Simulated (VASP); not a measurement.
Set up this calculation in VASP 6.6.1, as the native input.

| Item | Value |
| --- | --- |
| Task | single point |
| Functional | PBE |
| Dispersion | D3(BJ) |
| Potentials or basis | VASP PAW PBE potentials, release 64 (Hg) |
| Cutoff | 520 eV |
| k mesh | 15 × 15 × 8 |
| Occupations | gaussian, width 0.15 eV |
| Spin | no spin polarisation |
| Dipole correction | no |
| Further INCAR settings | ALGO = Normal; EDIFF = 1e-07; NBANDS = 19 |

The structure of Hg lies in POSCAR:

```
Hg
1.0
    3.2405000000      0.0000000000      0.0000000000
   -1.6202500000      2.8063553210      0.0000000000
    0.0000000000      0.0000000000      5.2861746114
Hg
2
Direct
    0.6666666667      0.3333333333      0.7500000000
    0.3333333333      0.6666666667      0.2500000000
```

One way to write it, as run:

INCAR

```
PREC = Accurate
ENCUT = 520
EDIFF = 1E-7
ISMEAR = 0
SIGMA = 0.15
LREAL = False
LASPH = True
NELM = 60
ALGO = Normal
ISIF = 2
LWAVE = False
LCHARG = True
GGA = PE
IVDW = 12
LELF = True
LVHAR = True
NBANDS = 19
```

KPOINTS

```
Automatic mesh
0
Gamma
  15 15 8
```

Potentials or basis: VASP PAW PBE potentials, release 64 (Hg).

Launch:

```sh
$ cat potpaw_PBE.64/Hg/POTCAR > POTCAR
$ mpirun -np 1 vasp_std > vasp.out
```

It gave:

```json
{
  "Pressure": "1.7 GPa",
  "Band gap on the k mesh": "zero (bands 12 and 13 overlap by 1.54 eV)",
  "Dispersion energy per atom": "-0.435 eV"
}
```

Caveat: spin-orbit coupling is left out, which moves the levels of the heavy elements.

Run time: 28 s on 1 thread of Intel(R) Xeon(R) 6975P-C (Granite Rapids), with other jobs on the host, peak memory 0.24 GiB.
